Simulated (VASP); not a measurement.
The system is KCl.

```
K Cl
1.0
     0.00000    3.15390    3.15390
     3.15390    0.00000    3.15390
     3.15390    3.15390    0.00000
K Cl
1 1
Direct
  0.00000 0.00000 0.00000
  0.50000 0.50000 0.50000
```

Base run:

| Quantity | Value |
| --- | --- |
| Program | VASP 6.6.1 |
| Functional | r2SCAN |
| Potentials or basis | VASP PAW PBE potentials, release 64 (K_sv, Cl) |
| Cutoff | 520 eV |
| k mesh | 5 × 5 × 5 |
| Occupations | methfessel-paxton, width 0.0166 eV |
| Spin | no spin polarisation |

Its results: band gap on the k mesh 5.80 eV, direct; pressure -0.2 GPa.

The run is repeated on the same cell with these changes: functional from r2SCAN to revPBE. What comes out?

Band gap on the k mesh 5.48 eV, direct; pressure 1.9 GPa.

r2SCAN gives the wider gap, since meta-GGAs in the generalised Kohn-Sham scheme recover part of the derivative discontinuity.

Caveats: the PAW data sets were made with another functional, which shifts forces and pressure a little.

